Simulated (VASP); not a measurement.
As, 4 atoms in the cell. The cell holds a slab with vacuum, 4 atoms: a = 3.571 Å, b = 3.571 Å, c = 20.295 Å, α = 90.00°, β = 90.00°, γ = 120.00°. 

* Program: VASP 6.6.1
* Task: single point
* Functional: PBE
* Dispersion: D3(BJ)
* Potentials or basis: VASP PAW PBE potentials, release 64 (As)
* Cutoff: 520 eV
* k mesh: 9 × 9 × 1
* Occupations: gaussian, width 0.05 eV
* Spin: no spin polarisation
* Dipole correction: yes
* Further INCAR settings: ALGO = Normal; EDIFF = 1e-07; NBANDS = 18

Potentials or basis: VASP PAW PBE potentials, release 64 (As).

The run is started by

```sh
$ cat potpaw_PBE.64/As/POTCAR > POTCAR
$ mpirun -np 1 vasp_std > vasp.out
```

Hardware: 1 thread of Intel(R) Xeon(R) Platinum 8559C (Emerald Rapids) (shared host).

Problem. How long does it take, and how much memory?

Solution. Run time: 82 s on 1 thread of Intel(R) Xeon(R) Platinum 8559C (Emerald Rapids), on a shared host, peak memory 0.36 GiB. Counts: scf iterations 19, k points 25.
